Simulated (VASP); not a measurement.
# SnH7 (F-43m) in VASP: further runs, part 2 of 2

VASP 6.6.1.

## 3. Relaxation of cell and atoms, PBE

This run uses another cell than the first one, of 8.30 Å³/atom.

INCAR reads:

```
PREC     = Accurate       # precision mode
ENCUT    = 600            # plane-wave cutoff, eV
EDIFF    = 1E-7           # SCF threshold, eV
ISMEAR   = 0              # smearing method
SIGMA    = 0.1            # smearing width, eV
LREAL    = False          # projectors in reciprocal space
LASPH    = True           # aspherical terms in the spheres
NELM     = 100            # most SCF steps
ALGO     = Normal         # electronic algorithm
ISIF     = 3              # what is computed and relaxed
LWAVE    = False          # write WAVECAR
LCHARG   = False          # write CHGCAR
GGA      = PE             # functional
IBRION   = 2              # ionic algorithm
NSW      = 100            # ionic steps
EDIFFG   = -0.01          # ionic threshold
```

KPOINTS reads:

```
Automatic mesh
0
Gamma
  10 10 10
```

POSCAR reads:

```
SnH7
1.0
    0.0000000000      3.2145241258      3.2145241258
    3.2145241258      0.0000000000      3.2145241258
    3.2145241258      3.2145241258      0.0000000000
Sn H
1 7
Direct
    0.2500000000      0.2500000000      0.2500000000
    0.6449251923      0.3550748077      0.3550748077
    0.3550748077      0.6449251923      0.6449251923
    0.6449251923      0.3550748077      0.6449251923
    0.3550748077      0.6449251923      0.3550748077
    0.6449251923      0.6449251923      0.3550748077
    0.3550748077      0.3550748077      0.6449251923
    0.7500000000      0.7500000000      0.7500000000
```

Potentials or basis: VASP PAW PBE potentials, release 64 (Sn_d, H).

On the command line:

```sh
$ cat potpaw_PBE.64/Sn_d/POTCAR potpaw_PBE.64/H/POTCAR > POTCAR
$ mpirun -np 1 vasp_std > vasp.out
```

OUTCAR:

```text
PREC = Accurate
   ENCUT = 600
   EDIFF = 1E-7
   ISMEAR = 0
   LREAL = False
   LASPH = True
   NELM = 100
   ISIF = 3
   GGA = PE
   IBRION = 2
   NSW = 100
   EDIFFG = -0.01

 ion  position               nearest neighbor table
   1  0.250  0.250  0.250-
   2  0.645  0.355  0.355-
   3  0.355  0.645  0.645-
   4  0.645  0.355  0.645-
   5  0.355  0.645  0.355-
   6  0.645  0.645  0.355-
   7  0.355  0.355  0.645-
   8  0.750  0.750  0.750-

  LATTYP: Found a face centered cubic cell.
 ALAT       =     6.4290482516

  Lattice vectors:

 A1 = (   0.0000000000,   3.2145241258,   3.2145241258)
 A2 = (   3.2145241258,   0.0000000000,   3.2145241258)
 A3 = (   3.2145241258,   3.2145241258,   0.0000000000)

Analysis of symmetry for initial positions (statically):
=====================================================================
 Subroutine PRICEL returns:
 Original cell was already a primitive cell.

 Routine SETGRP: Setting up the symmetry group for a
 face centered cubic supercell.

 Subroutine GETGRP returns: Found 24 space group operations
 (whereof 24 operations were pure point group operations)
 out of a pool of 48 trial point group operations.

The static configuration has the point symmetry T_d .

Analysis of symmetry for dynamics (positions and initial velocities):
=====================================================================
 Subroutine PRICEL returns:
 Original cell was already a primitive cell.

 Routine SETGRP: Setting up the symmetry group for a
 face centered cubic supercell.

 Subroutine GETGRP returns: Found 24 space group operations
 (whereof 24 operations were pure point group operations)
 out of a pool of 48 trial point group operations.

The dynamic configuration has the point symmetry T_d .

 Subroutine INISYM returns: Found 24 space group operations
 (whereof 24 operations are pure point group operations),
 and found     1 'primitive' translations

----------------------------------------------------------------------------------------

                                     Primitive cell

  volume of cell :      66.4324

  direct lattice vectors                    reciprocal lattice vectors
     0.000000000  3.214524126  3.214524126    -0.155544018  0.155544018  0.155544018
     3.214524126  0.000000000  3.214524126     0.155544018 -0.155544018  0.155544018
     3.214524126  3.214524126  0.000000000     0.155544018  0.155544018 -0.155544018

  length of vectors
     4.546023615  4.546023615  4.546023615     0.269410143  0.269410143  0.269410143

  position of ions in fractional coordinates (direct lattice)
     0.250000000  0.250000000  0.250000000
     0.644925192  0.355074808  0.355074808
     0.355074808  0.644925192  0.644925192
     0.644925192  0.355074808  0.644925192
     0.355074808  0.644925192  0.355074808
     0.644925192  0.644925192  0.355074808
     0.355074808  0.355074808  0.644925192
     0.750000000  0.750000000  0.750000000

[... 69 lines left out ...]
   ions per type =               1   7
   NGX,Y,Z   is equivalent  to a cutoff of  13.17, 13.17, 13.17 a.u.
   NGXF,Y,Z  is equivalent  to a cutoff of  26.33, 26.33, 26.33 a.u.
 SYSTEM =  unknown system
   PREC   = accura    normal or accurate (medium, high low for compatibility)
   ISTART =      0    job   : 0-new  1-cont  2-samecut
   ICHARG =      2    charge: 1-file 2-atom 10-const
   ISPIN  =      1    spin polarized calculation?
   LNONCOLLINEAR =      F non collinear calculations
   LSORBIT =      F    spin-orbit coupling
   LASPH  =      T    aspherical Exc in radial PAW
   ENCUT  =  600.0 eV  44.10 Ry    6.64 a.u.   9.08  9.08  9.08*2*pi/ulx,y,z
   NELM   =    100;   NELMIN=  2; NELMDL= -5     # of ELM steps
   EDIFF  = 0.1E-06   stopping-criterion for ELM
   LREAL  =      F    real-space projection
   EDIFFG = -.1E-01   stopping-criterion for IOM
   NSW    =    100    number of steps for IOM
   IBRION =      2    ionic relax: 0-MD 1-quasi-New 2-CG
   NFREE  =      1    steps in history (QN), initial steepest desc. (CG)
   ISIF   =      3    stress and relaxation
   ISYM   =      2    0-nonsym 1-usesym 2-fastsym
   POTIM  = 0.5000    time-step for ionic-motion
   TEBEG  =    0.0;   TEEND  =   0.0 temperature during run
   PSTRESS=    0.0 pullay stress
   NELECT =      21.0000    total number of electrons
   NUPDOWN=      -1.0000    fix difference up-down
   EMIN   =  10.00;   EMAX   =-10.00  energy-range for DOS
   EFERMI =   0.00;   METHOD = LEGACY
   ISMEAR =     0;   SIGMA  =   0.10  broadening in eV -4-tet -1-fermi 0-gaus
   EFERMI_NEDOS =   21; number of points for ismear=-14 and -15
   IALGO  =     38    algorithm
   IMIX   =      4    mixing-type and parameters
     AMIX     =   0.40;   BMIX     =  1.00
     AMIX_MAG =   1.60;   BMIX_MAG =  1.00
  volume/ion in A,a.u.               =       8.30        56.04
  Fermi-wavevector in a.u.,A,eV,Ry     =   1.115205  2.107431 16.921313  1.243681
  Thomas-Fermi vector in A             =   2.251807
   LORBIT       =      0    0 simple, 1 ext, 2 COOP (PROOUT), +10 PAW based schemes
   GGA     = PE    functional components
   LHFCALC =     F    Hartree Fock is set to
   AEXX    =    0.0000 exact exchange contribution
   IVDW    =     0    specifies the selected vdW correction
   LEPSILON=     F    determine dielectric tensor
   LRPA    =     F    only Hartree local field effects (RPA)
 conjugate gradient relaxation of ions
 non-spin polarized calculation
 Gauss-broadening in eV      SIGMA  =   0.10
  energy-cutoff  :      600.00
  volume of cell :       66.43
 maximum number of plane-waves:      2252
   NGX = 19   NGY = 19   NGZ = 19

--------------------------------------- Ionic step        1  -------------------------------------------

 number of electron      21.0000004 magnetization

 Free energy of the ion-electron system (eV)
  ---------------------------------------------------
  ext. energy  EPLUGINS =         0.00000000
  ---------------------------------------------------
  free energy    TOTEN  =       -18.70192210 eV

  energy without entropy =      -18.68982879  energy(sigma->0) =      -18.69587545

------------------------ aborting loop because EDIFF is reached ----------------------------------------

  FORCE on cell =-STRESS in cart. coord.  units (eV):
  Direction    XX          YY          ZZ          XY          YZ          ZX
  --------------------------------------------------------------------------------------
  -------------------------------------------------------------------------------------
  Total       -0.0566196     -0.0566196     -0.0566196     -0.0000000      0.0000000     -0.0000000
  in kB       -1.3655186     -1.3655186     -1.3655186     -0.0000000      0.0000000     -0.0000000
  external PRESSURE =      -1.3655186 kB  Pullay stress =       0.0000000 kB
[... 155 lines left out ...]
--------------------------------------- Ionic step        5  -------------------------------------------

 number of electron      21.0000001 magnetization

 Free energy of the ion-electron system (eV)
  ---------------------------------------------------
  ext. energy  EPLUGINS =         0.00000000
  ---------------------------------------------------
  free energy    TOTEN  =       -18.70455040 eV

  energy without entropy =      -18.69202998  energy(sigma->0) =      -18.69829019

 E-fermi :   3.0811     XC(G=0):  -9.0995

 val. band max:        3.0795628415   @ k =   0.4000   0.2000   0.0000
 cond. band min:       3.1038694362   @ k =  -0.3000   0.4000   0.2000
 fundamental gap:      0.0243065946
 Fermi energy:         3.0811367728

 k-point     1 :       0.0000    0.0000    0.0000
  band No.  band energies     occupation
      1     -18.6969      2.00000
      2     -18.6969      2.00000
      3     -18.6969      2.00000
      4     -18.6714      2.00000
      5     -18.6714      2.00000
      6     -10.2234      2.00000
      7      -1.2759      2.00000
      8       0.4238      2.00000
      9       0.4238      2.00000
     10       0.4238      2.00000
     11       2.5857      2.00000
     12       4.5324      0.00000
     13       4.5324      0.00000
     14       4.5324      0.00000
[... 401 lines left out ...]
      2     -18.6848      2.00000
      3     -18.6846      2.00000
      4     -18.6741      2.00000
      5     -18.6667      2.00000
      6      -9.2765      2.00000
      7      -4.3132      2.00000
      8      -1.2654      2.00000
      9      -0.9294      2.00000
     10       1.0445      2.00000
     11       2.6322      2.00000
     12       4.1422      0.00000
     13       6.8292      0.00000
     14       7.5492      0.00000
     15       8.3006      0.00000

 [... further k-points ...]

------------------------ aborting loop because EDIFF is reached ----------------------------------------

  FORCE on cell =-STRESS in cart. coord.  units (eV):
  Direction    XX          YY          ZZ          XY          YZ          ZX
  --------------------------------------------------------------------------------------
  -------------------------------------------------------------------------------------
  Total        0.0600556      0.0600556      0.0600556      0.0000000      0.0000000     -0.0000000
  in kB        1.4772371      1.4772371      1.4772371      0.0000000      0.0000000     -0.0000000
  external PRESSURE =       1.4772371 kB  Pullay stress =       0.0000000 kB
[... 23 lines left out ...]
  FREE ENERGIE OF THE ION-ELECTRON SYSTEM (eV)
  ---------------------------------------------------
  free  energy   TOTEN  =       -18.7045504010 eV

  energy  without entropy=      -18.6920299777  energy(sigma->0) =      -18.69829019

 reached required accuracy - stopping structural energy minimisation
```

Run time: 4.7 min. Hardware: 1 thread of Intel Xeon 8259CL, shared host; peak memory 0.25 GiB.

What came out:

```
Free energy                           : -18.7046 eV
Relaxed volume                        : 8.14 Å³/atom
Relaxed cell                          : a = 4.516 Å, b = 4.516 Å, c = 4.516 Å, α = 60.00°, β = 60.00°, γ = 60.00°
Space group after relaxing (to 0.1 Å) : F-43m (No. 216)
Energy gained by relaxing             : 0.3 meV/atom
Ionic steps                           : 5
Pressure after relaxing               : 0.1 GPa
Largest force after relaxing          : 0.009 eV/Å
Band gap on the k mesh                : zero (an odd number of electrons rules out a gap without spin polarisation)
```

Forces on the atoms (eV/Å):
```
Sn   0.000  0.000  0.000
H   -0.009  0.000  0.000
H    0.009  0.000  0.000
H    0.000  0.009  0.000
H    0.000 -0.009  0.000
H    0.000  0.000  0.009
H    0.000  0.000 -0.009
H    0.000  0.000  0.000
```

The path:
| step | energy change (eV) | largest force (eV/Å) | pressure (GPa) | volume (Å³) |
| --- | --- | --- | --- | --- |
| 1 | 0.0000 | 0.0665 | -0.14 | 66.43 |
| 2 | -0.0011 | 0.0377 | -0.23 | 66.36 |
| 3 | -0.0018 | 0.0066 | -0.39 | 66.26 |
| 4 | -0.0023 | 0.0031 | -0.26 | 65.97 |
| 5 | -0.0026 | 0.0086 | 0.15 | 65.13 |

Final structure:
```
Sn H
1.0
     0.00000    3.19346    3.19346
     3.19346    0.00000    3.19346
     3.19346    3.19346    0.00000
Sn H
1 7
Cartesian
  1.5967 1.5967 1.5967
  2.2557 3.1935 3.1935
  4.1312 3.1935 3.1935
  3.1935 4.1312 3.1935
  3.1935 2.2557 3.1935
  3.1935 3.1935 4.1312
  3.1935 3.1935 2.2557
  4.7902 4.7902 4.7902
```

Levels at points of the mesh, in eV from the Fermi level:
```csv
k point,band 8,band 9,band 10,band 11,band 12,band 13,band 14,band 15
"(0.00, 0.00, 0.00)",-2.66,-2.66,-2.66,-0.50,1.45,1.45,1.45,3.92
"(0.50, 0.00, 0.00)",-3.28,-3.28,-3.18,0.87,1.35,1.35,4.84,5.90
"(0.50, 0.50, 0.00)",-4.30,-4.30,-2.55,-1.16,1.96,4.77,5.48,5.48
```

Caveat: spin-orbit coupling is left out, which moves the levels of the heavy elements.

The gap in the log of VASP goes by the Fermi energy; the results here count the filled bands.